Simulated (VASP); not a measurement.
# Tl2SnH4 (P-6m2) in VASP: notebook

Runs on Tl2SnH4. Level: PBE. Tasks: single point.

Program: VASP 6.6.1. These are calculated values, not measurements. Logs are shortened: lines on timing, memory, paths and dates and some standing lists are left out, and cuts for length are marked.

### Step 1. The cell of the first run

The structure is hexagonal, space group P-6m2 (No. 187). The conventional cell has a = 3.672 Å, b = 3.672 Å, c = 11.932 Å, α = 90.00°, β = 90.00°, γ = 120.00°. Tl (site symmetry 3m) has 1 H at 2.13 Å within 2.8 Å. Within 2.8 Å of Sn (site symmetry -6m2) lie 3 H at 2.12 Å. Within 1.3 Å of H (site symmetry 3m) lie 1 H at 0.98 Å. H (site symmetry -6m2) has 2 H at 0.98 Å within 1.3 Å. Within 2.8 Å of H (site symmetry -6m2) lie 3 Sn at 2.12 Å.

### Step 2. Single point, PBE

INCAR reads:

```
ALGO = Normal
EDIFF = 1E-6
ENCUT = 520
GGA = PE
ISIF = 2
ISMEAR = 0
LASPH = T
LCHARG = F
LREAL = F
LWAVE = F
NBANDS = 31
NELM = 100
PREC = Accurate
SIGMA = 0.1
```

KPOINTS reads:

```
k-points
0
Gamma
  3 3 4
```

POSCAR reads:

```
Tl2SnH4
1.0
    3.6720597317      0.0000000018      0.0000000000
   -1.8360298674      3.1800970109      0.0000000000
    0.0000000000      0.0000000000     11.9319370217
Tl Sn H
2 1 4
Direct
    0.0000000000      0.0000000000      0.7606564362
    0.0000000000      0.0000000000      0.2393435638
    0.3333333333      0.6666666667      0.0000000000
    0.0000000000      0.0000000000      0.4177248749
    0.0000000000      0.0000000000      0.5822751251
    0.0000000000      0.0000000000      0.5000000000
    0.0000000000      0.0000000000      0.0000000000
```

Potentials or basis: VASP PAW PBE potentials, release 64 (Tl_d, Sn_d, H).

Launch:

```console
$ cat potpaw_PBE.64/Tl_d/POTCAR potpaw_PBE.64/Sn_d/POTCAR potpaw_PBE.64/H/POTCAR > POTCAR
$ mpirun -np 1 vasp_std > vasp.out
```

OUTCAR:

```text
EDIFF = 1E-6
   ENCUT = 520
   GGA = PE
   ISIF = 2
   ISMEAR = 0
   LASPH = T
   LREAL = F
   NELM = 100
   PREC = Accurate

 ion  position               nearest neighbor table
   1  0.000  0.000  0.761-   5 2.13   3 3.56   3 3.56   3 3.56
   2  0.000  0.000  0.239-   4 2.13   3 3.56   3 3.56   3 3.56
   3  0.333  0.667  0.000-   7 2.12   7 2.12   7 2.12   1 3.56   2 3.56   2 3.56   1 3.56   2 3.56
                             1 3.56
   4  0.000  0.000  0.418-   2 2.13
   5  0.000  0.000  0.582-   1 2.13
   6  0.000  0.000  0.500-
   7  0.000  0.000  0.000-   3 2.12   3 2.12   3 2.12

  LATTYP: Found a hexagonal cell.
 ALAT       =     3.6720597317
 C/A-ratio  =     3.2493853296

  Lattice vectors:

 A1 = (   3.6720597317,   0.0000000018,   0.0000000000)
 A2 = (  -1.8360298674,   3.1800970109,   0.0000000000)
 A3 = (   0.0000000000,   0.0000000000,  11.9319370217)

Analysis of symmetry for initial positions (statically):
=====================================================================
 Subroutine PRICEL returns:
 Original cell was already a primitive cell.

 Routine SETGRP: Setting up the symmetry group for a
 hexagonal supercell.

 Subroutine GETGRP returns: Found 12 space group operations
 (whereof 12 operations were pure point group operations)
 out of a pool of 24 trial point group operations.

The static configuration has the point symmetry D_3h.

Analysis of symmetry for dynamics (positions and initial velocities):
=====================================================================
 Subroutine PRICEL returns:
 Original cell was already a primitive cell.

 Routine SETGRP: Setting up the symmetry group for a
 hexagonal supercell.

 Subroutine GETGRP returns: Found 12 space group operations
 (whereof 12 operations were pure point group operations)
 out of a pool of 24 trial point group operations.

The dynamic configuration has the point symmetry D_3h.

 Subroutine INISYM returns: Found 12 space group operations
 (whereof 12 operations are pure point group operations),
 and found     1 'primitive' translations

----------------------------------------------------------------------------------------

                                     Primitive cell

  volume of cell :     139.3353

  direct lattice vectors                    reciprocal lattice vectors
     3.672059732  0.000000002  0.000000000     0.272326725  0.157227908  0.000000000
    -1.836029867  3.180097011  0.000000000    -0.000000000  0.314455816  0.000000000
     0.000000000  0.000000000 11.931937022     0.000000000  0.000000000  0.083808689

  length of vectors
     3.672059732  3.672059732 11.931937022     0.314455816  0.314455816  0.083808689

  position of ions in fractional coordinates (direct lattice)
     0.000000000  0.000000000  0.760656436
     0.000000000  0.000000000  0.239343564
     0.333333333  0.666666667  0.000000000
     0.000000000  0.000000000  0.417724875
     0.000000000  0.000000000  0.582275125
     0.000000000  0.000000000  0.500000000
     0.000000000  0.000000000  0.000000000

  ion indices of the primitive-cell ions
   primitive index   ion index
                 1           1
                 2           2
                 3           3
                 4           4
                 5           5
                 6           6
                 7           7

----------------------------------------------------------------------------------------

 KPOINTS: k-points

Automatic generation of k-mesh.
 Grid dimensions read from file:
 generate k-points for:    3    3    4

 Generating k-lattice:

  Cartesian coordinates                     Fractional coordinates (reciprocal lattice)
     0.090775575  0.052409303  0.000000000     0.333333333  0.000000000  0.000000000
    -0.000000000  0.104818605  0.000000000     0.000000000  0.333333333  0.000000000
     0.000000000  0.000000000  0.020952172     0.000000000  0.000000000  0.250000000

  Length of vectors
     0.104818605  0.104818605  0.020952172

  Shift w.r.t. Gamma in fractional coordinates (k-lattice)
     0.000000000  0.000000000  0.000000000

 Subroutine IBZKPT returns following result:
 ===========================================

 Found      9 irreducible k-points:

 Following reciprocal coordinates:
            Coordinates               Weight
  0.000000  0.000000  0.000000      1.000000
  0.333333 -0.000000  0.000000      6.000000
  0.333333  0.333333  0.000000      2.000000
  0.000000  0.000000  0.250000      2.000000
  0.333333 -0.000000  0.250000     12.000000
  0.333333  0.333333  0.250000      4.000000
  0.000000  0.000000  0.500000      1.000000
  0.333333 -0.000000  0.500000      6.000000
  0.333333  0.333333  0.500000      2.000000
   k-points           NKPTS =      9   k-points in BZ     NKDIM =      9   number of bands    NBANDS=     31
   number of dos      NEDOS =    301   number of ions     NIONS =      7
   total plane-waves  NPLWV =  70560
   dimension x,y,z NGX =    28 NGY =   28 NGZ =   90
   dimension x,y,z NGXF=    56 NGYF=   56 NGZF=  180
   ions per type =               2   1   4
   NGX,Y,Z   is equivalent  to a cutoff of  12.68, 12.68, 12.54 a.u.
   NGXF,Y,Z  is equivalent  to a cutoff of  25.35, 25.35, 25.08 a.u.
 SYSTEM =  unknown system
   PREC   = accura    normal or accurate (medium, high low for compatibility)
   ISTART =      0    job   : 0-new  1-cont  2-samecut
   ICHARG =      2    charge: 1-file 2-atom 10-const
   ISPIN  =      1    spin polarized calculation?
   LNONCOLLINEAR =      F non collinear calculations
   LSORBIT =      F    spin-orbit coupling
   LASPH  =      T    aspherical Exc in radial PAW
   ENCUT  =  520.0 eV  38.22 Ry    6.18 a.u.   6.83  6.83 22.19*2*pi/ulx,y,z
   NELM   =    100;   NELMIN=  2; NELMDL= -5     # of ELM steps
   EDIFF  = 0.1E-05   stopping-criterion for ELM
   LREAL  =      F    real-space projection
   EDIFFG = 0.1E-04   stopping-criterion for IOM
   NSW    =      0    number of steps for IOM
   IBRION =     -1    ionic relax: 0-MD 1-quasi-New 2-CG
   NFREE  =      0    steps in history (QN), initial steepest desc. (CG)
   ISIF   =      2    stress and relaxation
   ISYM   =      2    0-nonsym 1-usesym 2-fastsym
   POTIM  = 0.5000    time-step for ionic-motion
   TEBEG  =    0.0;   TEEND  =   0.0 temperature during run
   PSTRESS=    0.0 pullay stress
   NELECT =      44.0000    total number of electrons
   NUPDOWN=      -1.0000    fix difference up-down
   EMIN   =  10.00;   EMAX   =-10.00  energy-range for DOS
   EFERMI =   0.00;   METHOD = LEGACY
   ISMEAR =     0;   SIGMA  =   0.10  broadening in eV -4-tet -1-fermi 0-gaus
   EFERMI_NEDOS =   21; number of points for ismear=-14 and -15
   IALGO  =     38    algorithm
   IMIX   =      4    mixing-type and parameters
     AMIX     =   0.40;   BMIX     =  1.00
     AMIX_MAG =   1.60;   BMIX_MAG =  1.00
  volume/ion in A,a.u.               =      19.91       134.33
  Fermi-wavevector in a.u.,A,eV,Ry     =   1.114822  2.106707 16.909690  1.242827
  Thomas-Fermi vector in A             =   2.251420
   LORBIT       =      0    0 simple, 1 ext, 2 COOP (PROOUT), +10 PAW based schemes
   GGA     = PE    functional components
   LHFCALC =     F    Hartree Fock is set to
   AEXX    =    0.0000 exact exchange contribution
   IVDW    =     0    specifies the selected vdW correction
   LEPSILON=     F    determine dielectric tensor
   LRPA    =     F    only Hartree local field effects (RPA)
 non-spin polarized calculation
 Gauss-broadening in eV      SIGMA  =   0.10
  energy-cutoff  :      520.00
  volume of cell :      139.34
 maximum number of plane-waves:      3783
 NGX is ok and might be reduce to    28
   NGX = 13   NGY = 13   NGZ = 45

 number of electron      44.0000009 magnetization

 Free energy of the ion-electron system (eV)
  ---------------------------------------------------
  ext. energy  EPLUGINS =         0.00000000
  ---------------------------------------------------
  free energy    TOTEN  =       -18.98996101 eV

  energy without entropy =      -18.96427273  energy(sigma->0) =      -18.97711687

 E-fermi :   3.4383     XC(G=0):  -8.2787

 val. band max:        3.4048189243   @ k =   0.3333   0.3333   0.0000
 cond. band min:       3.5977877705   @ k =   0.3333  -0.0000   0.0000
 fundamental gap:      0.1929688462
 Fermi energy:         3.4383119167

 k-point     1 :       0.0000    0.0000    0.0000
  band No.  band energies     occupation
      1     -18.6881      2.00000
      2     -18.6881      2.00000
      3     -18.5776      2.00000
      4     -18.5440      2.00000
      5     -18.5440      2.00000
      6      -8.4085      2.00000
[... 23 lines left out ...]
     30      10.7128      0.00000
     31      10.7498      0.00000

 k-point     2 :       0.3333   -0.0000    0.0000
  band No.  band energies     occupation
      1     -18.7090      2.00000
      2     -18.6377      2.00000
      3     -18.5666      2.00000
      4     -18.5493      2.00000
      5     -18.5342      2.00000
      6      -8.4035      2.00000
[... 23 lines left out ...]
     30       9.0187      0.00000
     31       9.0699      0.00000

 k-point     3 :       0.3333    0.3333    0.0000
  band No.  band energies     occupation
      1     -18.6768      2.00000
      2     -18.6496      2.00000
      3     -18.5659      2.00000
      4     -18.5640      2.00000
      5     -18.5193      2.00000
      6      -8.2085      2.00000
[... 23 lines left out ...]
     30       9.0208      0.00000
     31       9.0598      0.00000

 k-point     4 :       0.0000    0.0000    0.2500
  band No.  band energies     occupation
      1     -18.6881      2.00000
      2     -18.6881      2.00000
      3     -18.5776      2.00000
      4     -18.5440      2.00000
      5     -18.5440      2.00000
      6      -8.3995      2.00000
[... 125 lines left out ...]
     30      10.6520      0.00000
     31      11.0123      0.00000

 k-point     8 :       0.3333   -0.0000    0.5000
  band No.  band energies     occupation
      1     -18.7090      2.00000
      2     -18.6377      2.00000
      3     -18.5666      2.00000
      4     -18.5493      2.00000
      5     -18.5342      2.00000
      6      -8.4017      2.00000
[... 23 lines left out ...]
     30       8.8520      0.00000
     31       9.1388      0.00000

 k-point     9 :       0.3333    0.3333    0.5000
  band No.  band energies     occupation
      1     -18.6768      2.00000
      2     -18.6496      2.00000
      3     -18.5659      2.00000
      4     -18.5639      2.00000
      5     -18.5193      2.00000
      6      -8.2084      2.00000
[... 23 lines left out ...]
     30       9.5905      0.00000
     31       9.8611      0.00000

------------------------ aborting loop because EDIFF is reached ----------------------------------------

  FORCE on cell =-STRESS in cart. coord.  units (eV):
  Direction    XX          YY          ZZ          XY          YZ          ZX
  --------------------------------------------------------------------------------------
  -------------------------------------------------------------------------------------
  Total       -0.0780639     -0.0780639     -0.0472188     -0.0000000      0.0000000      0.0000000
  in kB       -0.8976349     -0.8976349     -0.5429554     -0.0000000      0.0000000      0.0000000
  external PRESSURE =      -0.7794084 kB  Pullay stress =       0.0000000 kB

 VOLUME and BASIS-vectors are now :
 -----------------------------------------------------------------------------
  energy-cutoff  :      520.00
  volume of cell :      139.34
      direct lattice vectors                 reciprocal lattice vectors
     3.672059732  0.000000002  0.000000000     0.272326725  0.157227908  0.000000000
    -1.836029867  3.180097011  0.000000000    -0.000000000  0.314455816  0.000000000
     0.000000000  0.000000000 11.931937022     0.000000000  0.000000000  0.083808689

 POSITION                                       TOTAL-FORCE (eV/Angst)
 -----------------------------------------------------------------------------------
      0.00000      0.00000      9.07610         0.000000     -0.000000      0.002459
      0.00000      0.00000      2.85583         0.000000      0.000000     -0.002459
     -0.00000      2.12006      0.00000        -0.000000      0.000000      0.000000
      0.00000      0.00000      4.98427         0.000000     -0.000000      0.003014
      0.00000      0.00000      6.94767         0.000000     -0.000000     -0.003014
      0.00000      0.00000      5.96597         0.000000     -0.000000      0.000000
      0.00000      0.00000      0.00000         0.000000     -0.000000      0.000000
 -----------------------------------------------------------------------------------
    total drift:                               -0.000000      0.000000     -0.000000

  FREE ENERGIE OF THE ION-ELECTRON SYSTEM (eV)
  ---------------------------------------------------
  free  energy   TOTEN  =       -18.9899610123 eV

  energy  without entropy=      -18.9642727259  energy(sigma->0) =      -18.97711687
```

It took 25 s on 1 thread of Intel Xeon 6975P-C (Granite Rapids), shared host; peak memory 0.26 GiB.

What came out:

```yaml
Free_energy: -18.9900 eV
Pressure: -0.1 GPa
Largest_force: 0.003 eV/Å
Band_gap_on_the_k_mesh: zero (band 22 reaches 4.68 eV, above the bottom of band 23 at 2.52 eV)
```

Forces in eV/Å, atoms in the order of the input:
```
Tl   0.000  0.000  0.002
Tl   0.000  0.000 -0.002
Sn   0.000  0.000  0.000
H    0.000  0.000  0.003
H    0.000  0.000 -0.003
H    0.000  0.000  0.000
H    0.000  0.000  0.000
```

Caveat: the k points lie up to 0.66 Å⁻¹ apart; spin-orbit coupling is left out, which moves the levels of the heavy elements.

(Part 1 of 2 ends here.)
